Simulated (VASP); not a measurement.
Write the native input for VASP 6.6.1 that does the following.

| Quantity | Value |
| --- | --- |
| Task | single point |
| Functional | LDA |
| Potentials or basis | VASP PAW LDA potentials, release 64 (Ru_pv) |
| Cutoff | 520 eV |
| k mesh | 21 × 21 × 12 |
| Occupations | gaussian, width 0.15 eV |
| Spin | no spin polarisation |
| Dipole correction | no |
| Further INCAR settings | ALGO = Fast; EDIFF = 1e-06; NBANDS = 21 |

The structure of Ru lies in POSCAR:

```
Ru
1.0
    2.7057993342      0.0000000000      0.0000000000
   -1.3528996671      2.3432909610      0.0000000000
    0.0000000000      0.0000000000      4.4103570000
Ru
2
Direct
    0.3333333333      0.6666666667      0.2500000000
    0.6666666667      0.3333333333      0.7500000000
```

This cell differs from its parent crystal: strain +0.000 along x and y, +0.030 along z.

One way to write it, as run:

INCAR

```
ALGO     = Fast           # electronic algorithm
EDIFF    = 1E-6           # SCF threshold, eV
ENCUT    = 520            # plane-wave cutoff, eV
ISIF     = 2              # what is computed and relaxed
ISMEAR   = 0              # smearing method
LASPH    = T              # aspherical terms in the spheres
LCHARG   = F              # write CHGCAR
LREAL    = F              # projectors in reciprocal space
LWAVE    = F              # write WAVECAR
NBANDS   = 21             # bands
NELM     = 60             # most SCF steps
PREC     = Accurate       # precision mode
SIGMA    = 0.15           # smearing width, eV
```

KPOINTS

```
k-points
0
Gamma
  21 21 12
```

Potentials or basis: VASP PAW LDA potentials, release 64 (Ru_pv).

Run with:

```console
$ cat potpaw_LDA.64/Ru_pv/POTCAR > POTCAR
$ mpirun -np 1 vasp_std > vasp.out
```

Results of the run:

```json
{
  "Pressure": "-20.0 GPa",
  "Band gap on the k mesh": "zero (bands 14 and 15 overlap by 2.97 eV)"
}
```

Caveat: the cell differs from its parent crystal (strain +0.000 along x and y, +0.030 along z); the stress differs along the axes, from -29 to -15 GPa.

Run time: 4 min on 1 thread of Intel Xeon 8259CL, with other jobs on the host, peak memory 0.25 GiB.
